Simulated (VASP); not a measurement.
Here is a VASP 6.6.1 calculation.

Contents of INCAR:

```
PREC = Accurate ; ENCUT = 520
EDIFF = 1E-6 ; ISMEAR = -1
SIGMA = 0.1 ; LREAL = F
LASPH = T ; NELM = 60
ALGO = Normal ; ISIF = 2
LWAVE = F ; LCHARG = F
NBANDS = 8
```

File KPOINTS:

```
regular mesh
0
Gamma
  17 17 17
```

POSCAR

```
P
1.0
    0.0000000000      1.7984164798      1.7984164798
    1.7984164798      0.0000000000      1.7984164798
    1.7984164798      1.7984164798      0.0000000000
P
1
Direct
    0.0000000000      0.0000000000      0.0000000000
```

Potentials or basis: VASP PAW LDA potentials, release 64 (P).

Run with:

```console
$ cat potpaw_LDA.64/P/POTCAR > POTCAR
$ mpirun -np 1 vasp_std > vasp.out
```

Problem. What does it give for the pressure?

Solution. 25.7 GPa.
